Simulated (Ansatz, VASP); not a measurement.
## Ge2N: VASP beside Ansatz

```xyz
6
Lattice="4.1867 0.0000 0.0000 0.0000 4.1867 0.0000 0.0000 0.0000 5.4637" Properties=species:S:1:pos:R:3 pbc="T T T"
Ge    2.0933    0.0000    2.4636
Ge    2.0933    0.0000    5.1955
Ge    0.0000    2.0933    0.2682
Ge    0.0000    2.0933    3.0001
N     0.0000    0.0000    0.0000
N     2.0933    2.0933    2.7318
```

Alike in both runs: functional PBE; k mesh 10 × 10 × 8; occupations gaussian, width 0.1 eV; no spin polarisation.

Ansatz relaxed the structure, and its values are those at the end. VASP's run is a single point on that final structure, the one shown.

|  | VASP | Ansatz |
| --- | --- | --- |
| version | VASP 6.6.1 | Ansatz 0.2.0 |
| potentials or method | VASP PAW PBE potentials, release 64 (Ge_d, N), cutoff 520 eV | scalar-relativistic, plane waves, PAW |
| valence electrons in the cell | 66 | 66 |

```csv
,VASP,Ansatz,Ansatz less VASP
gap on the k mesh at the Fermi level (eV),none,none,-
pressure (GPa),0.0,0.0,-0.03
```

A gap of «none» marks a metal or a gap that the smearing closes.
